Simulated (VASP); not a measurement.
# P (Imma) in VASP: relaxation of shape and atoms at fixed volume with PBEsol+D3(BJ)

Aim: the relaxation of shape and atoms at fixed volume of P with PBEsol+D3(BJ).

Program: VASP 6.6.1. These are calculated values, not measurements. Logs are shortened: lines on timing, memory, paths and dates and some standing lists are left out, and cuts for length are marked.

### 1 The cell of the first run

The structure is orthorhombic, space group Imma (No. 74). Conventional cell: a = 3.449 Å, b = 4.892 Å, c = 3.464 Å, α = 90.00°, β = 90.00°, γ = 90.00°. Within 3.1 Å of P (site symmetry mm2) lie 6 P at 2.34 to 2.56 Å.

### 2 Relaxation of shape and atoms at fixed volume, PBEsol+D3(BJ) (14.61 Å³/atom)

File INCAR:

```
PREC = Accurate
ENCUT = 600
EDIFF = 1E-6
ISMEAR = 0
SIGMA = 0.1
LREAL = False
LASPH = True
NELM = 60
ALGO = Normal
ISIF = 4
LWAVE = False
LCHARG = False
GGA = PS
IVDW = 12
IBRION = 2
NSW = 50
EDIFFG = -0.01
```

File KPOINTS:

```
regular mesh
0
Gamma
  18 18 18
```

File POSCAR:

```
P
1.0
   -1.7247316981      2.4460589225      1.7318494203
    1.7247316981     -2.4460589225      1.7318494203
    1.7247316981      2.4460589225     -1.7318494203
P
2
Direct
    0.7722145795      0.0222145795      0.7500000000
    0.2277854205      0.9777854205      0.2500000000
```

Potentials or basis: VASP PAW PBE potentials, release 64 (P).

Launch:

```bash
> cat potpaw_PBE.64/P/POTCAR > POTCAR
> mpirun -np 1 vasp_std > vasp.out
```

OUTCAR:

```text
PREC = Accurate
   ENCUT = 600
   EDIFF = 1E-6
   ISMEAR = 0
   LREAL = False
   LASPH = True
   NELM = 60
   ISIF = 4
   GGA = PS
   IVDW = 12
   IBRION = 2
   NSW = 50
   EDIFFG = -0.01
 IVDW          = 12

 ion  position               nearest neighbor table
   1  0.772  0.022  0.750-   2 2.34   2 2.34   2 2.45   2 2.45   2 2.56   2 2.56
   2  0.228  0.978  0.250-   1 2.34   1 2.34   1 2.45   1 2.45   1 2.56   1 2.56

  LATTYP: Found a body centered orthorhombic cell.
 ALAT       =     3.4494633962
 B/A-ratio  =     1.0041268576
 C/A-ratio  =     1.4182257595

  Lattice vectors:

 A1 = (   1.7247316981,  -2.4460589225,  -1.7318494203)
 A2 = (  -1.7247316981,  -2.4460589225,   1.7318494203)
 A3 = (  -1.7247316981,   2.4460589225,  -1.7318494203)

Analysis of symmetry for initial positions (statically):
=====================================================================
 Subroutine PRICEL returns:
 Original cell was already a primitive cell.

 Routine SETGRP: Setting up the symmetry group for a
 body centered orthorhombic supercell.

 Subroutine GETGRP returns: Found  8 space group operations
 (whereof  4 operations were pure point group operations)
 out of a pool of  8 trial point group operations.

The static configuration has the point symmetry C_2h.
 The point group associated with its full space group is D_2h.

Analysis of symmetry for dynamics (positions and initial velocities):
=====================================================================
 Subroutine PRICEL returns:
 Original cell was already a primitive cell.

 Routine SETGRP: Setting up the symmetry group for a
 body centered orthorhombic supercell.

 Subroutine GETGRP returns: Found  8 space group operations
 (whereof  4 operations were pure point group operations)
 out of a pool of  8 trial point group operations.

The dynamic configuration has the point symmetry C_2h.
 The point group associated with its full space group is D_2h.

 Subroutine INISYM returns: Found  8 space group operations
 (whereof  4 operations are pure point group operations),
 and found     1 'primitive' translations

----------------------------------------------------------------------------------------

                                     Primitive cell

  volume of cell :      29.2253

  direct lattice vectors                    reciprocal lattice vectors
    -1.724731698  2.446058922  1.731849420     0.000000000  0.204410448  0.288708703
     1.724731698 -2.446058922  1.731849420     0.289900163  0.000000000  0.288708703
     1.724731698  2.446058922 -1.731849420     0.289900163  0.204410448  0.000000000

  length of vectors
     3.457919331  3.457919331  3.457919331     0.353746161  0.409139120  0.354719235

  position of ions in fractional coordinates (direct lattice)
     0.772214580  0.022214580  0.750000000
     0.227785420  0.977785420  0.250000000

  ion indices of the primitive-cell ions
   primitive index   ion index
                 1           1
                 2           2

----------------------------------------------------------------------------------------

 KPOINTS: regular mesh

Automatic generation of k-mesh.
 Grid dimensions read from file:
 generate k-points for:   18   18   18

 Generating k-lattice:

  Cartesian coordinates                     Fractional coordinates (reciprocal lattice)
     0.000000000  0.011356136  0.016039372     0.055555556 -0.000000000  0.000000000
     0.016105565  0.000000000  0.016039372    -0.000000000  0.055555556  0.000000000
     0.016105565  0.011356136  0.000000000     0.000000000  0.000000000  0.055555556

  Length of vectors
     0.019652565  0.022729951  0.019706624

  Shift w.r.t. Gamma in fractional coordinates (k-lattice)
     0.000000000  0.000000000  0.000000000

 Subroutine IBZKPT returns following result:
 ===========================================

 Found    865 irreducible k-points:

 Following reciprocal coordinates:
            Coordinates               Weight
  0.000000  0.000000  0.000000      1.000000
  0.055556  0.000000 -0.000000      4.000000
  0.111111  0.000000 -0.000000      4.000000
  0.166667  0.000000  0.000000      4.000000
  0.222222  0.000000 -0.000000      4.000000
  0.277778  0.000000 -0.000000      4.000000
[... 16 lines left out ...]
 -0.333333  0.055556  0.000000      8.000000
 -0.277778  0.055556  0.000000      8.000000
 [... further k-points ...]
   k-points           NKPTS =    865   k-points in BZ     NKDIM =    865   number of bands    NBANDS=      9
   number of dos      NEDOS =    301   number of ions     NIONS =      2
   total plane-waves  NPLWV =  21952
   dimension x,y,z NGX =    28 NGY =   28 NGZ =   28
   dimension x,y,z NGXF=    56 NGYF=   56 NGZF=   56
   ions per type =               2
   NGX,Y,Z   is equivalent  to a cutoff of  13.46, 13.46, 13.46 a.u.
   NGXF,Y,Z  is equivalent  to a cutoff of  26.92, 26.92, 26.92 a.u.
 SYSTEM =  unknown system
   PREC   = accura    normal or accurate (medium, high low for compatibility)
   ISTART =      0    job   : 0-new  1-cont  2-samecut
   ICHARG =      2    charge: 1-file 2-atom 10-const
   ISPIN  =      1    spin polarized calculation?
   LNONCOLLINEAR =      F non collinear calculations
   LSORBIT =      F    spin-orbit coupling
   LASPH  =      T    aspherical Exc in radial PAW
   ENCUT  =  600.0 eV  44.10 Ry    6.64 a.u.   6.91  6.91  6.91*2*pi/ulx,y,z
   NELM   =     60;   NELMIN=  2; NELMDL= -5     # of ELM steps
   EDIFF  = 0.1E-05   stopping-criterion for ELM
   LREAL  =      F    real-space projection
   EDIFFG = -.1E-01   stopping-criterion for IOM
   NSW    =     50    number of steps for IOM
   IBRION =      2    ionic relax: 0-MD 1-quasi-New 2-CG
   NFREE  =      1    steps in history (QN), initial steepest desc. (CG)
   ISIF   =      4    stress and relaxation
   ISYM   =      2    0-nonsym 1-usesym 2-fastsym
   POTIM  = 0.5000    time-step for ionic-motion
   TEBEG  =    0.0;   TEEND  =   0.0 temperature during run
   PSTRESS=    0.0 pullay stress
   NELECT =      10.0000    total number of electrons
   NUPDOWN=      -1.0000    fix difference up-down
   EMIN   =  10.00;   EMAX   =-10.00  energy-range for DOS
   EFERMI =   0.00;   METHOD = LEGACY
   ISMEAR =     0;   SIGMA  =   0.10  broadening in eV -4-tet -1-fermi 0-gaus
   EFERMI_NEDOS =   21; number of points for ismear=-14 and -15
   IALGO  =     38    algorithm
   IMIX   =      4    mixing-type and parameters
     AMIX     =   0.40;   BMIX     =  1.00
     AMIX_MAG =   1.60;   BMIX_MAG =  1.00
  volume/ion in A,a.u.               =      14.61        98.61
  Fermi-wavevector in a.u.,A,eV,Ry     =   1.145043  2.163818 17.838932  1.311125
  Thomas-Fermi vector in A             =   2.281733
   LORBIT       =      0    0 simple, 1 ext, 2 COOP (PROOUT), +10 PAW based schemes
   GGA     = PS    functional components
   LHFCALC =     F    Hartree Fock is set to
   AEXX    =    0.0000 exact exchange contribution
   IVDW    =    12    specifies the selected vdW correction
   LEPSILON=     F    determine dielectric tensor
   LRPA    =     F    only Hartree local field effects (RPA)
 conjugate gradient relaxation of ions
 non-spin polarized calculation
 Gauss-broadening in eV      SIGMA  =   0.10
  energy-cutoff  :      600.00
  volume of cell :       29.23
 maximum number of plane-waves:       988
   NGX = 13   NGY = 13   NGZ = 13

--------------------------------------- Ionic step        1  -------------------------------------------

 number of electron      10.0000000 magnetization

 Free energy of the ion-electron system (eV)
  ---------------------------------------------------
  ext. energy  EPLUGINS =         0.00000000
  ---------------------------------------------------
  free energy    TOTEN  =       -11.56289612 eV

  energy without entropy =      -11.56050737  energy(sigma->0) =      -11.56170175

------------------------ aborting loop because EDIFF is reached ----------------------------------------

 Edisp (eV)   -0.77451

 E8    (eV) :    -0.4593

  FORCE on cell =-STRESS in cart. coord.  units (eV):
  Direction    XX          YY          ZZ          XY          YZ          ZX
  --------------------------------------------------------------------------------------
  -------------------------------------------------------------------------------------
  Total      -1.14083    -1.02655    -1.02960     0.00000     0.00000     0.00000
  in kB     -62.54226   -56.27741   -56.44454     0.00000     0.00000     0.00000
  external pressure =      -58.42 kB  Pullay stress =        0.00 kB
[... 221 lines left out ...]
  energy  without entropy=      -12.3412995354  energy(sigma->0) =      -12.34258263

--------------------------------------- Ionic step        7  -------------------------------------------

 number of electron       9.9999999 magnetization

 Free energy of the ion-electron system (eV)
  ---------------------------------------------------
  ext. energy  EPLUGINS =         0.00000000
  ---------------------------------------------------
  free energy    TOTEN  =       -11.56930534 eV

  energy without entropy =      -11.56675010  energy(sigma->0) =      -11.56802772

 E-fermi :   9.8610     XC(G=0): -11.3439

 val. band max:        9.8579187502   @ k =   0.0556   0.0556   0.0556
 cond. band min:       9.8643889047   @ k =  -0.0000   0.1111   0.0000
 fundamental gap:      0.0064701545
 Fermi energy:         9.8610268636

 k-point     1 :       0.0000    0.0000    0.0000
  band No.  band energies     occupation
      1      -7.0019      2.00000
      2       7.1874      2.00000
      3       7.2428      2.00000
      4       7.5419      2.00000
      5       7.8975      2.00000
      6      12.7708      0.00000
      7      13.0074      0.00000
      8      14.4033      0.00000
      9      14.5469      0.00000
[... 265 lines left out ...]
 k-point    24 :      -0.2778    0.0556    0.0000
  band No.  band energies     occupation
      1      -6.0036      2.00000
      2       2.2977      2.00000
      3       6.4256      2.00000
      4       7.8205      2.00000
      5       9.8726      0.87053
      6      10.8753      0.00000
      7      11.4188      0.00000
      8      13.2456      0.00000
      9      15.6859      0.00000

 [... further k-points ...]

------------------------ aborting loop because EDIFF is reached ----------------------------------------

 Edisp (eV)   -0.77458

 E8    (eV) :    -0.4594

  FORCE on cell =-STRESS in cart. coord.  units (eV):
  Direction    XX          YY          ZZ          XY          YZ          ZX
  --------------------------------------------------------------------------------------
  -------------------------------------------------------------------------------------
  Total      -0.61658    -0.61981    -0.61420     0.00000    -0.00000     0.00000
  in kB     -33.80190   -33.97886   -33.67129     0.00000    -0.00000     0.00000
  external pressure =      -33.82 kB  Pullay stress =        0.00 kB
[... 17 lines left out ...]
  FREE ENERGIE OF THE ION-ELECTRON SYSTEM (eV)
  ---------------------------------------------------
  free  energy   TOTEN  =       -12.3438816285 eV

  energy  without entropy=      -12.3413263889  energy(sigma->0) =      -12.34260401

 reached required accuracy - stopping structural energy minimisation
```

Wall time 12 min (1 thread of Intel Xeon 8259CL, shared host); peak memory 0.37 GiB.

What came out:

* Free energy: -12.3439 eV
* Energy gained by relaxing: 3.2 meV/atom
* Ionic steps: 7
* Pressure after relaxing: -3.4 GPa
* Band gap on the k mesh: zero (bands 5 and 6 overlap by 1.60 eV)
* Dispersion energy per atom: -0.387 eV

The path:
```
step  energy change (eV)  largest force (eV/Å)  pressure (GPa)  volume (Å³)
   1              0.0000                0.1477           -5.84        29.23
   2             -0.0021                0.1154           -5.43        29.23
   3             -0.0052                0.0015           -3.86        29.23
   4             -0.0063                0.0211           -3.39        29.23
   5             -0.0063                0.0238           -3.34        29.23
   6             -0.0065                0.0074           -3.37        29.23
   7             -0.0065                0.0006           -3.38        29.23
```

Final structure:
```
CELL_PARAMETERS angstrom
-1.70369 2.44750 1.75221
1.70369 -2.44750 1.75221
1.70369 2.44750 -1.75221
ATOMIC_POSITIONS crystal
P 0.78185 0.03185 0.75000
P 0.21815 0.96815 0.25000
```

Caveat: the PAW data sets were made with another functional, which shifts forces and pressure a little.
